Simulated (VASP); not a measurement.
The system is SiC (Moissanite 3C).

```
Si C
1.0
     0.00000    2.17900    2.17900
     2.17900    0.00000    2.17900
     2.17900    2.17900    0.00000
Si C
1 1
Direct
  0.00000 0.00000 0.00000
  0.75000 0.75000 0.75000
```

Base run:

| Item | Value |
| --- | --- |
| Program | VASP 6.6.1 |
| Functional | PBE exchange alone |
| Potentials or basis | VASP PAW PBE potentials, release 64 (Si, C) |
| Cutoff | 600 eV |
| k mesh | 10 × 10 × 10 |
| Occupations | fermi-dirac, width 0.05 eV |
| Spin | no spin polarisation |

Its results: band gap on the k mesh 1.70 eV, indirect (least direct gap 4.84 eV); pressure 20.0 GPa.

Task: After a change of settings the same cell gave: band gap on the k mesh 1.36 eV, indirect (least direct gap 4.54 eV); pressure 3.2 GPa. Which change was it?
A. functional from PBE exchange alone to r2SCAN; cutoff from 600 eV to 660 eV; dispersion from none to rVV10
B. functional from PBE exchange alone to PBE; cutoff from 600 eV to 520 eV; further incar settings from ALGO = Normal; EDIFF = 1e-06; NBANDS = 11 to ALGO = Normal; EDIFF = 1e-08; NBANDS = 11
C. functional from PBE exchange alone to PBE; dispersion from none to D3(BJ)
D. functional from PBE exchange alone to revPBE; dispersion from none to D3(BJ)

Result: B.
